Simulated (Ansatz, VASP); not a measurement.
# Ta: VASP beside Ansatz

```
CELL_PARAMETERS angstrom
2.99687 0.00000 0.00000
-1.49843 2.59536 0.00000
0.00000 0.00000 5.32549
ATOMIC_POSITIONS crystal
Ta 0.33333 0.66667 0.25000
Ta 0.66667 0.33333 0.75000
```

Alike in both runs: task single point; functional r2SCAN; k mesh 14 × 14 × 7; occupations fermi-dirac, width 0.1 eV; no spin polarisation.

|  | VASP | Ansatz |
| --- | --- | --- |
| version | VASP 6.6.1 | Ansatz 0.2.0 |
| potentials or method | VASP PAW PBE potentials, release 64 (Ta_pv), cutoff 520 eV | plane waves (500 eV) with PAW, scalar-relativistic |
| valence electrons in the cell | 22 | 26 |

|  | VASP | Ansatz | Ansatz less VASP |
| --- | --- | --- | --- |
| pressure (GPa) | -17.6 | -17.9 | -0.31 |
| traceless stress, the component that is largest in VASP (GPa) | 0.84 | 0.77 | -0.078 |

VASP's potentials were made for PBE, not for r2SCAN. VASP's potentials hold 22 valence electrons a cell and Ansatz's 26, so a difference there can come from the potentials and not from the codes.

Spin-orbit coupling is off throughout.
